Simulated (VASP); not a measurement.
# TiB2 (dscan) (P6/mmm) in VASP: relaxation of cell and atoms with r2SCAN

Aim: the relaxation of cell and atoms of TiB2 (dscan) with r2SCAN.

All numbers are computed with VASP 6.6.1; they aren't measurements. Logs are shortened: lines on timing, memory, paths and dates and some standing lists are left out, and cuts for length are marked.

### 1 The cell of the first run

It takes space group P6/mmm (No. 191, hexagonal). Conventional cell: a = 3.026 Å, b = 3.026 Å, c = 3.229 Å, α = 90.00°, β = 90.00°, γ = 120.00°. Within 3.1 Å of Ti (site symmetry 6/mmm) lie 12 B at 2.38 Å and 6 Ti at 3.03 Å. B (site symmetry -6m2) has 3 B at 1.75 Å within 2.3 Å.

### 2 Relaxation of cell and atoms, r2SCAN

Input file POSCAR:

```
TiB2
1.0
    3.0259273100      0.0000000000      0.0000000000
   -1.5129636600      2.6205299200      0.0000000000
    0.0000000000      0.0000000000      3.2287677100
Ti B
1 2
Direct
    0.0000000000      0.0000000000      0.0000000000
    0.3333333300      0.6666666700      0.5000000000
    0.6666666700      0.3333333300      0.5000000000
```

Input file INCAR.step1:

```
SYSTEM = TiB2
ALGO     = Normal         ! electronic algorithm
EDIFF    = 1E-4           ! SCF threshold, eV
ENCUT    = 600            ! plane-wave cutoff, eV
GGA      = PE             ! functional
ISMEAR   = 0              ! smearing method
LASPH    = .True.         ! aspherical terms in the spheres
LCHARG   = .False.        ! write CHGCAR
LREAL    = .False.        ! projectors in reciprocal space
LWAVE    = .True.         ! write WAVECAR
NELM     = 100            ! most SCF steps
PREC     = Accurate       ! precision mode
SIGMA    = 0.1            ! smearing width, eV
```

Input file INCAR.step2:

```
SYSTEM = TiB2
ALGO     = Normal         ! electronic algorithm
EDIFF    = 1E-6           ! SCF threshold, eV
EDIFFG   = -0.002         ! ionic threshold
ENCUT    = 600            ! plane-wave cutoff, eV
IBRION   = 2              ! ionic algorithm
ISIF     = 3              ! what is computed and relaxed
ISMEAR   = 0              ! smearing method
ISTART   = 1            
LASPH    = .True.         ! aspherical terms in the spheres
LCHARG   = .False.        ! write CHGCAR
LMIXTAU  = .True.       
LREAL    = .False.        ! projectors in reciprocal space
LWAVE    = .False.        ! write WAVECAR
METAGGA  = R2SCAN         ! meta-GGA
NELM     = 100            ! most SCF steps
NSW      = 100            ! ionic steps
PREC     = Accurate       ! precision mode
SIGMA    = 0.1            ! smearing width, eV
```

Input file KPOINTS:

```
k-points
0
Gamma
  15 15 12
  0 0 0
```

Potentials or basis: VASP PAW PBE potentials, release 64 (Ti_sv, B).

On the command line:

```sh
> cat potpaw_PBE.64/Ti_sv/POTCAR potpaw_PBE.64/B/POTCAR > POTCAR
> cp INCAR.step1 INCAR
> mpirun -np 1 vasp_std > vasp.out
> cp INCAR.step2 INCAR
> mpirun -np 1 vasp_std > vasp.out
```

OUTCAR:

```text
SYSTEM = TiB2
   EDIFF = 1E-6
   EDIFFG = -0.002
   ENCUT = 600
   IBRION = 2
   ISIF = 3
   ISMEAR = 0
   ISTART = 1
   LASPH = .True.
   LREAL = .False.
   METAGGA = R2SCAN
   NELM = 100
   NSW = 100
   PREC = Accurate

 ion  position               nearest neighbor table
   1  0.000  0.000  0.000-   2 2.38   3 2.38   2 2.38   3 2.38   3 2.38   3 2.38   2 2.38   2 2.38
                             3 2.38   3 2.38   2 2.38   2 2.38
   2  0.333  0.667  0.500-   3 1.75   3 1.75   3 1.75   1 2.38   1 2.38   1 2.38   1 2.38   1 2.38
                             1 2.38
   3  0.667  0.333  0.500-   2 1.75   2 1.75   2 1.75   1 2.38   1 2.38   1 2.38   1 2.38   1 2.38
                             1 2.38

  LATTYP: Found a hexagonal cell.
 ALAT       =     3.0259273100
 C/A-ratio  =     1.0670341285

  Lattice vectors:

 A1 = (   3.0259273100,   0.0000000000,   0.0000000000)
 A2 = (  -1.5129636600,   2.6205299200,   0.0000000000)
 A3 = (   0.0000000000,   0.0000000000,   3.2287677100)

Analysis of symmetry for initial positions (statically):
=====================================================================
 Subroutine PRICEL returns:
 Original cell was already a primitive cell.

 Routine SETGRP: Setting up the symmetry group for a
 hexagonal supercell.

 Subroutine GETGRP returns: Found 24 space group operations
 (whereof 24 operations were pure point group operations)
 out of a pool of 24 trial point group operations.

The static configuration has the point symmetry D_6h.

Analysis of symmetry for dynamics (positions and initial velocities):
=====================================================================
 Subroutine PRICEL returns:
 Original cell was already a primitive cell.

 Routine SETGRP: Setting up the symmetry group for a
 hexagonal supercell.

 Subroutine GETGRP returns: Found 24 space group operations
 (whereof 24 operations were pure point group operations)
 out of a pool of 24 trial point group operations.

The dynamic configuration has the point symmetry D_6h.

 Subroutine INISYM returns: Found 24 space group operations
 (whereof 24 operations are pure point group operations),
 and found     1 'primitive' translations

----------------------------------------------------------------------------------------

                                     Primitive cell

  volume of cell :      25.6026

  direct lattice vectors                    reciprocal lattice vectors
     3.025927310  0.000000000  0.000000000     0.330477205  0.190801104  0.000000000
    -1.512963660  2.620529920  0.000000000     0.000000000  0.381602207  0.000000000
     0.000000000  0.000000000  3.228767710     0.000000000  0.000000000  0.309715684

  length of vectors
     3.025927310  3.025927312  3.228767710     0.381602207  0.381602207  0.309715684

  position of ions in fractional coordinates (direct lattice)
     0.000000000  0.000000000  0.000000000
     0.333333330  0.666666670  0.500000000
     0.666666670  0.333333330  0.500000000

  ion indices of the primitive-cell ions
   primitive index   ion index
                 1           1
                 2           2
                 3           3

----------------------------------------------------------------------------------------

 KPOINTS: k-points

Automatic generation of k-mesh.
 Grid dimensions read from file:
 generate k-points for:   15   15   12

 Generating k-lattice:

  Cartesian coordinates                     Fractional coordinates (reciprocal lattice)
     0.022031814  0.012720074  0.000000000     0.066666667  0.000000000  0.000000000
     0.000000000  0.025440147  0.000000000     0.000000000  0.066666667  0.000000000
     0.000000000  0.000000000  0.025809640     0.000000000  0.000000000  0.083333333

  Length of vectors
     0.025440147  0.025440147  0.025809640

  Shift w.r.t. Gamma in fractional coordinates (k-lattice)
     0.000000000  0.000000000  0.000000000

 Subroutine IBZKPT returns following result:
 ===========================================

 Found    189 irreducible k-points:

 Following reciprocal coordinates:
            Coordinates               Weight
  0.000000  0.000000  0.000000      1.000000
  0.066667 -0.000000  0.000000      6.000000
  0.133333 -0.000000  0.000000      6.000000
  0.200000 -0.000000  0.000000      6.000000
  0.266667 -0.000000  0.000000      6.000000
  0.333333  0.000000  0.000000      6.000000
[... 16 lines left out ...]
  0.333333  0.200000  0.000000     12.000000
  0.400000  0.200000  0.000000      6.000000
 [... further k-points ...]
   k-points           NKPTS =    189   k-points in BZ     NKDIM =    189   number of bands    NBANDS=     13
   number of dos      NEDOS =    301   number of ions     NIONS =      3
   total plane-waves  NPLWV =  16128
   dimension x,y,z NGX =    24 NGY =   24 NGZ =   28
   dimension x,y,z NGXF=    48 NGYF=   48 NGZF=   56
   ions per type =               1   2
   NGX,Y,Z   is equivalent  to a cutoff of  13.19, 13.19, 14.42 a.u.
   NGXF,Y,Z  is equivalent  to a cutoff of  26.37, 26.37, 28.83 a.u.
 SYSTEM =  TiB2
   PREC   = accura    normal or accurate (medium, high low for compatibility)
   ISTART =      1    job   : 0-new  1-cont  2-samecut
   ICHARG =      0    charge: 1-file 2-atom 10-const
   ISPIN  =      1    spin polarized calculation?
   LNONCOLLINEAR =      F non collinear calculations
   LSORBIT =      F    spin-orbit coupling
   LASPH  =      T    aspherical Exc in radial PAW
   ENCUT  =  600.0 eV  44.10 Ry    6.64 a.u.   6.04  6.04  6.45*2*pi/ulx,y,z
   NELM   =    100;   NELMIN=  2; NELMDL=  0     # of ELM steps
   EDIFF  = 0.1E-05   stopping-criterion for ELM
   LREAL  =      F    real-space projection
   EDIFFG = -.2E-02   stopping-criterion for IOM
   NSW    =    100    number of steps for IOM
   IBRION =      2    ionic relax: 0-MD 1-quasi-New 2-CG
   NFREE  =      1    steps in history (QN), initial steepest desc. (CG)
   ISIF   =      3    stress and relaxation
   ISYM   =      2    0-nonsym 1-usesym 2-fastsym
   POTIM  = 0.5000    time-step for ionic-motion
   TEBEG  =    0.0;   TEEND  =   0.0 temperature during run
   PSTRESS=    0.0 pullay stress
   NELECT =      18.0000    total number of electrons
   NUPDOWN=      -1.0000    fix difference up-down
   EMIN   =  10.00;   EMAX   =-10.00  energy-range for DOS
   EFERMI =   0.00;   METHOD = LEGACY
   ISMEAR =     0;   SIGMA  =   0.10  broadening in eV -4-tet -1-fermi 0-gaus
   EFERMI_NEDOS =   21; number of points for ismear=-14 and -15
   IALGO  =     38    algorithm
   IMIX   =      4    mixing-type and parameters
     AMIX     =   0.40;   BMIX     =  1.00
     AMIX_MAG =   1.60;   BMIX_MAG =  1.00
  volume/ion in A,a.u.               =       8.53        57.59
  Fermi-wavevector in a.u.,A,eV,Ry     =   1.455697  2.750868 28.831460  2.119053
  Thomas-Fermi vector in A             =   2.572701
   LORBIT       =      0    0 simple, 1 ext, 2 COOP (PROOUT), +10 PAW based schemes
   METAGGA = R2SCAN    functional components
   LHFCALC =     F    Hartree Fock is set to
   AEXX    =    0.0000 exact exchange contribution
   IVDW    =     0    specifies the selected vdW correction
   LEPSILON=     F    determine dielectric tensor
   LRPA    =     F    only Hartree local field effects (RPA)
 conjugate gradient relaxation of ions
 non-spin polarized calculation
 Gauss-broadening in eV      SIGMA  =   0.10
  energy-cutoff  :      600.00
  volume of cell :       25.60
 maximum number of plane-waves:       876
   NGX = 13   NGY = 13   NGZ = 13

--------------------------------------- Ionic step        1  -------------------------------------------

 number of electron      18.0000003 magnetization

 Free energy of the ion-electron system (eV)
  ---------------------------------------------------
  ext. energy  EPLUGINS =         0.00000000
  ---------------------------------------------------
  free energy    TOTEN  =       -30.97524579 eV

  energy without entropy =      -30.97345421  energy(sigma->0) =      -30.97435000

------------------------ aborting loop because EDIFF is reached ----------------------------------------

  FORCE on cell =-STRESS in cart. coord.  units (eV):
  Direction    XX          YY          ZZ          XY          YZ          ZX
  --------------------------------------------------------------------------------------
  -------------------------------------------------------------------------------------
  Total        0.0481805      0.0481805     -0.0075591     -0.0000000     -0.0000000      0.0000000
  in kB        3.0150677      3.0150677     -0.4730353     -0.0000000     -0.0000000      0.0000000
  external PRESSURE =       1.8523667 kB  Pullay stress =       0.0000000 kB
[... 92 lines left out ...]
  FREE ENERGIE OF THE ION-ELECTRON SYSTEM (eV)
  ---------------------------------------------------
  free  energy   TOTEN  =       -30.9752672737 eV

  energy  without entropy=      -30.9734651283  energy(sigma->0) =      -30.97436620

[... ionic steps 4 to 8 ...]

--------------------------------------- Ionic step        9  -------------------------------------------

 number of electron      18.0000003 magnetization

------------------------ aborting loop because EDIFF is reached ----------------------------------------
[... 69 lines left out ...]
--------------------------------------- Ionic step       11  -------------------------------------------

 number of electron      18.0000003 magnetization

 Free energy of the ion-electron system (eV)
  ---------------------------------------------------
  ext. energy  EPLUGINS =         0.00000000
  ---------------------------------------------------
  free energy    TOTEN  =       -30.97527049 eV

  energy without entropy =      -30.97346506  energy(sigma->0) =      -30.97436778

 E-fermi :  10.1866     XC(G=0): -13.7520

 val. band max:       10.1246161652   @ k =   0.3333   0.2000   0.0000
 cond. band min:      10.1909356898   @ k =   0.0667  -0.0000   0.2500
 fundamental gap:      0.0663195246
 Fermi energy:        10.1865903905

 k-point     1 :       0.0000    0.0000    0.0000
  band No.  band energies     occupation
      1     -49.2329      2.00000
      2     -24.5505      2.00000
      3     -24.2176      2.00000
      4     -24.2176      2.00000
      5      -4.3332      2.00000
      6       7.3883      2.00000
      7       7.3883      2.00000
      8       7.5502      2.00000
      9       7.9651      2.00000
     10      12.1492      0.00000
     11      12.1492      0.00000
     12      14.0187      0.00000
     13      14.0188      0.00000
[... 354 lines left out ...]
  band No.  band energies     occupation
      1     -49.1707      2.00000
      2     -24.5925      2.00000
      3     -24.4704      2.00000
      4     -24.4091      2.00000
      5       0.4800      2.00000
      6       0.7260      2.00000
      7       3.8896      2.00000
      8       7.2308      2.00000
      9       9.4815      2.00000
     10      10.1169      1.67556
     11      12.2407      0.00000
     12      12.9906      0.00000
     13      16.1131      0.00000

 [... further k-points ...]
[... 5 lines left out ...]
  --------------------------------------------------------------------------------------
  -------------------------------------------------------------------------------------
  Total        0.0023713      0.0023713      0.0041095     -0.0000000     -0.0000000      0.0000000
  in kB        0.1483085      0.1483085      0.2570184     -0.0000000     -0.0000000      0.0000000
  external PRESSURE =       0.1845451 kB  Pullay stress =       0.0000000 kB
[... 18 lines left out ...]
  FREE ENERGIE OF THE ION-ELECTRON SYSTEM (eV)
  ---------------------------------------------------
  free  energy   TOTEN  =       -30.9752704912 eV

  energy  without entropy=      -30.9734650603  energy(sigma->0) =      -30.97436778

 reached required accuracy - stopping structural energy minimisation
```

Wall time 5.6 min (1 thread of Intel Xeon 6975P-C (Granite Rapids), shared host); peak memory 0.22 GiB.

What came out:

| Quantity | Value |
| --- | --- |
| Free energy | -30.9753 eV |
| Relaxed volume | 8.54 Å³/atom |
| Relaxed cell | a = 3.027 Å, b = 3.027 Å, c = 3.228 Å, α = 90.00°, β = 90.00°, γ = 120.00° |
| Space group after relaxing (to 0.05 Å) | P6/mmm (No. 191) |
| Energy gained by relaxing | 0.0 meV/atom |
| Ionic steps | 11 |
| Pressure after relaxing | 0.0 GPa |
| Band gap on the k mesh | zero (band 9 reaches 10.60 eV, above the bottom of band 10 at 9.95 eV) |

Final structure:
```yaml
crystal:
  lattice:
    - [3.02730, 0.00000, 0.00000]
    - [-1.51365, 2.62172, 0.00000]
    - [0.00000, 0.00000, 3.22771]
  atoms:
    - { symbol: Ti, position: [0.00000, 0.00000, 0.00000] }
    - { symbol: B, position: [0.33333, 0.66667, 0.50000] }
    - { symbol: B, position: [0.66667, 0.33333, 0.50000] }
```

Levels at points of the mesh, in eV from the Fermi level:
```
           k point  band 5  band 6  band 7  band 8  band 9  band 10  band 11  band 12  band 13
(0.00, 0.00, 0.00)  -14.52   -2.80   -2.80   -2.64   -2.22     1.96     1.96     3.83     3.83
(0.00, 0.00, 0.50)  -12.56   -8.17   -0.66   -0.66   -0.24    -0.24     0.45     0.45     1.74
```

Caveat: the PAW data sets were made with another functional, which shifts forces and pressure a little.
